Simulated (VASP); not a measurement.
# InReS4 (P4/mmm) in VASP: relaxation of cell and atoms with PBE

Aim: the relaxation of cell and atoms of InReS4 with PBE.

All numbers are computed with VASP 6.6.1; they aren't measurements. Logs are shortened: lines on timing, memory, paths and dates and some standing lists are left out, and cuts for length are marked.

## (1) The cell of the first run

The structure is tetragonal, space group P4/mmm (No. 123). Conventional cell: a = 4.215 Å, b = 4.215 Å, c = 6.316 Å, α = 90.00°, β = 90.00°, γ = 90.00°. Within 3.6 Å of In (site symmetry 4/mmm) lie 8 S at 2.77 Å. Re (site symmetry 4/mmm) has 8 S at 2.51 Å within 3.3 Å. Within 3.3 Å of S (site symmetry 2mm) lie 2 Re at 2.51 Å and 5 S at 2.73 to 2.98 Å and 2 In at 2.77 Å.

The cell was generated, and may not be a known phase.

## (2) Relaxation of cell and atoms, PBE

File INCAR:

```
SYSTEM = InReS4
PREC = Accurate
ENCUT = 600
EDIFF = 1E-6
ISMEAR = 0
SIGMA = 0.1
LREAL = .FALSE.
LASPH = .TRUE.
NELM = 80
ALGO = Normal
ISIF = 3
LWAVE = .FALSE.
LCHARG = .FALSE.
GGA = PE
IBRION = 2
NSW = 100
EDIFFG = -0.01
```

File KPOINTS:

```
Automatic mesh
0
G
  10 10 6
  0 0 0
```

File POSCAR:

```
InReS4
1.0
    4.2145634397      0.0000000000      0.0000000000
    0.0000000000      4.2145634397      0.0000000000
    0.0000000000      0.0000000000      6.3157713444
In Re S
1 1 4
Direct
    0.0000000000      0.0000000000      0.0000000000
    0.5000000000      0.5000000000      0.5000000000
    0.5000000000      0.0000000000      0.7159879242
    0.0000000000      0.5000000000      0.2840120758
    0.5000000000      0.0000000000      0.2840120758
    0.0000000000      0.5000000000      0.7159879242
```

Potentials or basis: VASP PAW PBE potentials, release 64 (In_d, Re, S).

Command:

```bash
$ cat potpaw_PBE.64/In_d/POTCAR potpaw_PBE.64/Re/POTCAR potpaw_PBE.64/S/POTCAR > POTCAR
$ mpirun -np 1 vasp_std > vasp.out
```

OUTCAR:

```text
SYSTEM = InReS4
   PREC = Accurate
   ENCUT = 600
   EDIFF = 1E-6
   ISMEAR = 0
   LREAL = .FALSE.
   LASPH = .TRUE.
   NELM = 80
   ISIF = 3
   GGA = PE
   IBRION = 2
   NSW = 100
   EDIFFG = -0.01

 ion  position               nearest neighbor table
   1  0.000  0.000  0.000-   3 2.77   4 2.77   5 2.77   6 2.77   4 2.77   6 2.77   3 2.77   5 2.77

   2  0.500  0.500  0.500-   3 2.51   4 2.51   5 2.51   6 2.51   3 2.51   5 2.51   4 2.51   6 2.51

   3  0.500  0.000  0.716-   2 2.51   2 2.51   5 2.73   1 2.77   1 2.77
   4  0.000  0.500  0.284-   2 2.51   2 2.51   6 2.73   1 2.77   1 2.77
   5  0.500  0.000  0.284-   2 2.51   2 2.51   3 2.73   1 2.77   1 2.77
   6  0.000  0.500  0.716-   2 2.51   2 2.51   4 2.73   1 2.77   1 2.77

  LATTYP: Found a simple tetragonal cell.
 ALAT       =     4.2145634397
 C/A-ratio  =     1.4985588507

  Lattice vectors:

 A1 = (   4.2145634397,   0.0000000000,   0.0000000000)
 A2 = (   0.0000000000,   4.2145634397,   0.0000000000)
 A3 = (   0.0000000000,   0.0000000000,   6.3157713444)

Analysis of symmetry for initial positions (statically):
=====================================================================
 Subroutine PRICEL returns:
 Original cell was already a primitive cell.

 Routine SETGRP: Setting up the symmetry group for a
 simple tetragonal supercell.

 Subroutine GETGRP returns: Found 16 space group operations
 (whereof 16 operations were pure point group operations)
 out of a pool of 16 trial point group operations.

The static configuration has the point symmetry D_4h.

Analysis of symmetry for dynamics (positions and initial velocities):
=====================================================================
 Subroutine PRICEL returns:
 Original cell was already a primitive cell.

 Routine SETGRP: Setting up the symmetry group for a
 simple tetragonal supercell.

 Subroutine GETGRP returns: Found 16 space group operations
 (whereof 16 operations were pure point group operations)
 out of a pool of 16 trial point group operations.

The dynamic configuration has the point symmetry D_4h.

 Subroutine INISYM returns: Found 16 space group operations
 (whereof 16 operations are pure point group operations),
 and found     1 'primitive' translations

----------------------------------------------------------------------------------------

                                     Primitive cell

  volume of cell :     112.1842

  direct lattice vectors                    reciprocal lattice vectors
     4.214563440  0.000000000  0.000000000     0.237272499  0.000000000  0.000000000
     0.000000000  4.214563440  0.000000000     0.000000000  0.237272499  0.000000000
     0.000000000  0.000000000  6.315771344     0.000000000  0.000000000  0.158333788

  length of vectors
     4.214563440  4.214563440  6.315771344     0.237272499  0.237272499  0.158333788

  position of ions in fractional coordinates (direct lattice)
     0.000000000  0.000000000  0.000000000
     0.500000000  0.500000000  0.500000000
     0.500000000  0.000000000  0.715987924
     0.000000000  0.500000000  0.284012076
     0.500000000  0.000000000  0.284012076
     0.000000000  0.500000000  0.715987924

  ion indices of the primitive-cell ions
   primitive index   ion index
                 1           1
                 2           2
                 3           3
                 4           4
                 5           5
                 6           6

----------------------------------------------------------------------------------------

 KPOINTS: Automatic mesh

Automatic generation of k-mesh.
 Grid dimensions read from file:
 generate k-points for:   10   10    6

 Generating k-lattice:

  Cartesian coordinates                     Fractional coordinates (reciprocal lattice)
     0.023727250  0.000000000  0.000000000     0.100000000  0.000000000  0.000000000
     0.000000000  0.023727250  0.000000000     0.000000000  0.100000000  0.000000000
     0.000000000  0.000000000  0.026388965     0.000000000  0.000000000  0.166666667

  Length of vectors
     0.023727250  0.023727250  0.026388965

  Shift w.r.t. Gamma in fractional coordinates (k-lattice)
     0.000000000  0.000000000  0.000000000

 Subroutine IBZKPT returns following result:
 ===========================================

 Found     84 irreducible k-points:

 Following reciprocal coordinates:
            Coordinates               Weight
  0.000000  0.000000  0.000000      1.000000
  0.100000  0.000000  0.000000      4.000000
  0.200000  0.000000  0.000000      4.000000
  0.300000  0.000000  0.000000      4.000000
  0.400000  0.000000  0.000000      4.000000
  0.500000  0.000000  0.000000      2.000000
[... 16 lines left out ...]
  0.100000  0.000000  0.166667      8.000000
  0.200000  0.000000  0.166667      8.000000
 [... further k-points ...]
   k-points           NKPTS =     84   k-points in BZ     NKDIM =     84   number of bands    NBANDS=     26
   number of dos      NEDOS =    301   number of ions     NIONS =      6
   total plane-waves  NPLWV =  64800
   dimension x,y,z NGX =    36 NGY =   36 NGZ =   50
   dimension x,y,z NGXF=    72 NGYF=   72 NGZF=  100
   ions per type =               1   1   4
   NGX,Y,Z   is equivalent  to a cutoff of  14.20, 14.20, 13.16 a.u.
   NGXF,Y,Z  is equivalent  to a cutoff of  28.40, 28.40, 26.32 a.u.
 SYSTEM =  InReS4
   PREC   = accura    normal or accurate (medium, high low for compatibility)
   ISTART =      0    job   : 0-new  1-cont  2-samecut
   ICHARG =      2    charge: 1-file 2-atom 10-const
   ISPIN  =      1    spin polarized calculation?
   LNONCOLLINEAR =      F non collinear calculations
   LSORBIT =      F    spin-orbit coupling
   LASPH  =      T    aspherical Exc in radial PAW
   ENCUT  =  600.0 eV  44.10 Ry    6.64 a.u.   8.42  8.42 12.61*2*pi/ulx,y,z
   NELM   =     80;   NELMIN=  2; NELMDL= -5     # of ELM steps
   EDIFF  = 0.1E-05   stopping-criterion for ELM
   LREAL  =      F    real-space projection
   EDIFFG = -.1E-01   stopping-criterion for IOM
   NSW    =    100    number of steps for IOM
   IBRION =      2    ionic relax: 0-MD 1-quasi-New 2-CG
   NFREE  =      1    steps in history (QN), initial steepest desc. (CG)
   ISIF   =      3    stress and relaxation
   ISYM   =      2    0-nonsym 1-usesym 2-fastsym
   POTIM  = 0.5000    time-step for ionic-motion
   TEBEG  =    0.0;   TEEND  =   0.0 temperature during run
   PSTRESS=    0.0 pullay stress
   NELECT =      44.0000    total number of electrons
   NUPDOWN=      -1.0000    fix difference up-down
   EMIN   =  10.00;   EMAX   =-10.00  energy-range for DOS
   EFERMI =   0.00;   METHOD = LEGACY
   ISMEAR =     0;   SIGMA  =   0.10  broadening in eV -4-tet -1-fermi 0-gaus
   EFERMI_NEDOS =   21; number of points for ismear=-14 and -15
   IALGO  =     38    algorithm
   IMIX   =      4    mixing-type and parameters
     AMIX     =   0.40;   BMIX     =  1.00
     AMIX_MAG =   1.60;   BMIX_MAG =  1.00
  volume/ion in A,a.u.               =      18.70       126.18
  Fermi-wavevector in a.u.,A,eV,Ry     =   1.198345  2.264544 19.538384  1.436031
  Thomas-Fermi vector in A             =   2.334236
   LORBIT       =      0    0 simple, 1 ext, 2 COOP (PROOUT), +10 PAW based schemes
   GGA     = PE    functional components
   LHFCALC =     F    Hartree Fock is set to
   AEXX    =    0.0000 exact exchange contribution
   IVDW    =     0    specifies the selected vdW correction
   LEPSILON=     F    determine dielectric tensor
   LRPA    =     F    only Hartree local field effects (RPA)
 conjugate gradient relaxation of ions
 non-spin polarized calculation
 Gauss-broadening in eV      SIGMA  =   0.10
  energy-cutoff  :      600.00
  volume of cell :      112.18
 maximum number of plane-waves:      3778
 NGX is ok and might be reduce to    36
   NGX = 17   NGY = 17   NGZ = 25

--------------------------------------- Ionic step        1  -------------------------------------------

 number of electron      44.0000008 magnetization

 Free energy of the ion-electron system (eV)
  ---------------------------------------------------
  ext. energy  EPLUGINS =         0.00000000
  ---------------------------------------------------
  free energy    TOTEN  =       -31.39079696 eV

  energy without entropy =      -31.37021035  energy(sigma->0) =      -31.38050365

------------------------ aborting loop because EDIFF is reached ----------------------------------------

  FORCE on cell =-STRESS in cart. coord.  units (eV):
  Direction    XX          YY          ZZ          XY          YZ          ZX
  --------------------------------------------------------------------------------------
  -------------------------------------------------------------------------------------
  Total        0.0369509      0.0369509      0.1714933      0.0000000      0.0000000      0.0000000
  in kB        0.5277199      0.5277199      2.4492112      0.0000000      0.0000000      0.0000000
  external PRESSURE =       1.1682170 kB  Pullay stress =       0.0000000 kB

 VOLUME and BASIS-vectors are now :
 -----------------------------------------------------------------------------
  energy-cutoff  :      600.00
  volume of cell :      112.18
      direct lattice vectors                 reciprocal lattice vectors
     4.214563440  0.000000000  0.000000000     0.237272499  0.000000000  0.000000000
     0.000000000  4.214563440  0.000000000     0.000000000  0.237272499  0.000000000
     0.000000000  0.000000000  6.315771344     0.000000000  0.000000000  0.158333788
[... 81 lines left out ...]
 POSITION                                       TOTAL-FORCE (eV/Angst)
 -----------------------------------------------------------------------------------
      0.00000      0.00000      0.00000         0.000000      0.000000      0.000000
      2.10797      2.10797      3.16267         0.000000      0.000000      0.000000
      2.10797      0.00000      4.53273         0.000000      0.000000      0.017670
      0.00000      2.10797      1.79262         0.000000     -0.000000     -0.017670
      2.10797      0.00000      1.79262         0.000000     -0.000000     -0.017670
      0.00000      2.10797      4.53273        -0.000000      0.000000      0.017670
 -----------------------------------------------------------------------------------
    total drift:                                0.000000      0.000000      0.000000

  FREE ENERGIE OF THE ION-ELECTRON SYSTEM (eV)
  ---------------------------------------------------
  free  energy   TOTEN  =       -31.3914836933 eV

  energy  without entropy=      -31.3707655683  energy(sigma->0) =      -31.38112463

--------------------------------------- Ionic step        4  -------------------------------------------

 number of electron      44.0000007 magnetization

 Free energy of the ion-electron system (eV)
  ---------------------------------------------------
  ext. energy  EPLUGINS =         0.00000000
  ---------------------------------------------------
  free energy    TOTEN  =       -31.39170927 eV

  energy without entropy =      -31.37107680  energy(sigma->0) =      -31.38139304

 E-fermi :   6.5498     XC(G=0): -10.6064

 val. band max:        6.5309847542   @ k =   0.4000   0.1000   0.1667
 cond. band min:       6.5633139338   @ k =   0.3000   0.0000   0.0000
 fundamental gap:      0.0323291797
 Fermi energy:         6.5497798652

 k-point     1 :       0.0000    0.0000    0.0000
  band No.  band energies     occupation
      1      -8.7317      2.00000
      2      -8.0194      2.00000
      3      -7.8249      2.00000
      4      -7.8249      2.00000
      5      -7.7662      2.00000
      6      -7.7264      2.00000
[... 18 lines left out ...]
     25       9.4557      0.00000
     26       9.9103      0.00000
[... 644 lines left out ...]
      4      -7.8233      2.00000
      5      -7.7718      2.00000
      6      -7.7165      2.00000
[... 18 lines left out ...]
     25       8.8622      0.00000
     26       9.3020      0.00000

 [... further k-points ...]

------------------------ aborting loop because EDIFF is reached ----------------------------------------

  FORCE on cell =-STRESS in cart. coord.  units (eV):
  Direction    XX          YY          ZZ          XY          YZ          ZX
  --------------------------------------------------------------------------------------
  -------------------------------------------------------------------------------------
  Total        0.0400125      0.0400125     -0.0067199      0.0000000      0.0000000      0.0000000
  in kB        0.5717213      0.5717213     -0.0960175      0.0000000      0.0000000      0.0000000
  external PRESSURE =       0.3491417 kB  Pullay stress =       0.0000000 kB

 VOLUME and BASIS-vectors are now :
 -----------------------------------------------------------------------------
  energy-cutoff  :      600.00
  volume of cell :      112.13
      direct lattice vectors                 reciprocal lattice vectors
     4.210974518  0.000000000  0.000000000     0.237474721 -0.000000000 -0.000000000
     0.000000000  4.210974518  0.000000000     0.000000000  0.237474721 -0.000000000
     0.000000000  0.000000000  6.323492595     0.000000000 -0.000000000  0.158140456

 POSITION                                       TOTAL-FORCE (eV/Angst)
 -----------------------------------------------------------------------------------
      0.00000      4.21097      0.00000        -0.000000     -0.000000      0.000000
      2.10549      2.10549      3.16175        -0.000000     -0.000000      0.000000
      2.10549      4.21097      4.53391        -0.000000     -0.000000     -0.004519
      0.00000      2.10549      1.78958         0.000000      0.000000      0.004519
      2.10549      0.00000      1.78958         0.000000      0.000000      0.004519
      4.21097      2.10549      4.53391        -0.000000     -0.000000     -0.004519
 -----------------------------------------------------------------------------------
    total drift:                                0.000000      0.000000      0.000000

  FREE ENERGIE OF THE ION-ELECTRON SYSTEM (eV)
  ---------------------------------------------------
  free  energy   TOTEN  =       -31.3917092719 eV

  energy  without entropy=      -31.3710767983  energy(sigma->0) =      -31.38139304

 reached required accuracy - stopping structural energy minimisation
```

Wall time 12 min (1 thread of Intel Xeon Platinum 8259CL at 2.50GHz (Skylake/Cascade Lake), shared host); peak memory 0.48 GiB.

What came out:

```
Free energy                           : -31.3917 eV
Relaxed volume                        : 18.69 Å³/atom
Relaxed cell                          : a = 4.211 Å, b = 4.211 Å, c = 6.323 Å, α = 90.00°, β = 90.00°, γ = 90.00°
Space group after relaxing (to 0.1 Å) : P4/mmm (No. 123)
Energy gained by relaxing             : 0.2 meV/atom
Ionic steps                           : 4
Pressure after relaxing               : 0.0 GPa
Largest force after relaxing          : 0.005 eV/Å
Band gap on the k mesh                : zero (bands 22 and 23 overlap by 1.11 eV)
```

Forces on the atoms (eV/Å):
```
In   0.000  0.000  0.000
Re   0.000  0.000  0.000
S    0.000  0.000 -0.005
S    0.000  0.000  0.005
S    0.000  0.000  0.005
S    0.000  0.000 -0.005
```

The path:
| step | energy change (eV) | largest force (eV/Å) | pressure (GPa) | volume (Å³) |
| --- | --- | --- | --- | --- |
| 1 | 0.0000 | 0.0727 | 0.12 | 112.18 |
| 2 | -0.0007 | 0.0219 | -0.17 | 112.41 |
| 3 | -0.0007 | 0.0177 | -0.21 | 112.43 |
| 4 | -0.0009 | 0.0045 | 0.03 | 112.13 |

Final structure:
```
In Re S
1.0
     4.21097    0.00000    0.00000
     0.00000    4.21097    0.00000
     0.00000    0.00000    6.32349
In Re S
1 1 4
Direct
  0.00000 0.00000 0.00000
  0.50000 0.50000 0.50000
  0.50000 0.00000 0.71699
  0.00000 0.50000 0.28301
  0.50000 0.00000 0.28301
  0.00000 0.50000 0.71699
```

Caveat: spin-orbit coupling is left out, which moves the levels of the heavy elements.

The gap in the log of VASP goes by the Fermi energy; the results here count the filled bands.